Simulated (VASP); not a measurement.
# Al2O3: dielectric tensor with PBE

Crystal: Al2O3.

```
CELL_PARAMETERS angstrom
2.38025 1.37424 4.33187
-2.38025 1.37424 4.33187
0.00000 -2.74848 4.33187
ATOMIC_POSITIONS crystal
Al 0.35208 0.35208 0.35208
Al 0.14792 0.14792 0.14792
Al 0.64792 0.64792 0.64792
Al 0.85208 0.85208 0.85208
O 0.55646 0.94354 0.25000
O 0.25000 0.55646 0.94354
O 0.94354 0.25000 0.55646
O 0.44354 0.05646 0.75000
O 0.75000 0.44354 0.05646
O 0.05646 0.75000 0.44354
```

```
Program                : VASP 6.6.1
Task                   : dielectric tensor
Functional             : PBE
Potentials or basis    : VASP PAW PBE potentials, release 64 (Al, O)
Cutoff                 : 520 eV
k mesh                 : 5 × 5 × 5
Occupations            : gaussian, width 0.01 eV
Spin                   : no spin polarisation
Dipole correction      : no
Further INCAR settings : ALGO = Normal; EDIFF = 1e-08
```

```json
{
  "Band gap on the k mesh": "6.22 eV",
  "Electronic dielectric tensor (diagonal)": "3.24, 3.24, 3.20",
  "Born charges (mean of the diagonal)": "Al +2.95; O -1.97 e"
}
```

Levels at points of the mesh, in eV from the valence-band top:
```
           k point  band 21  band 22  band 23  band 24  band 25  band 26  band 27  band 28
(0.00, 0.00, 0.00)    -0.49    -0.04    -0.04     0.00     6.22     9.14    10.74    11.52
```

Electronic dielectric tensor:
```
3.24 0.00 0.00
0.00 3.24 0.00
0.00 0.00 3.20
```

Born effective charge tensors (e):
atom 1, Al
```
 2.96 -0.03  0.00
 0.03  2.96  0.00
 0.00  0.00  2.93
```
atom 2, Al
```
 2.96  0.03  0.00
-0.03  2.96  0.00
 0.00  0.00  2.93
```
atom 3, Al
```
 2.96 -0.03  0.00
 0.03  2.96  0.00
 0.00  0.00  2.93
```
atom 4, Al
```
 2.96  0.03  0.00
-0.03  2.96  0.00
 0.00  0.00  2.93
```
atom 5, O
```
-2.07  0.00  0.00
 0.00 -1.88  0.26
 0.00  0.35 -1.96
```
atom 6, O
```
-1.93  0.09 -0.22
 0.09 -2.02 -0.13
-0.30 -0.18 -1.96
```
atom 7, O
```
-1.93 -0.09  0.22
-0.09 -2.02 -0.13
 0.30 -0.18 -1.96
```
atom 8, O
```
-2.07  0.00  0.00
 0.00 -1.88  0.26
 0.00  0.35 -1.96
```
atom 9, O
```
-1.93  0.09 -0.22
 0.09 -2.02 -0.13
-0.30 -0.18 -1.96
```
atom 10, O
```
-1.93 -0.09  0.22
-0.09 -2.02 -0.13
 0.30 -0.18 -1.96
```

It took 6.7 min on 1 thread of Intel(R) Xeon(R) Platinum 8488C (Sapphire Rapids) (shared host), peak memory 0.43 GiB.
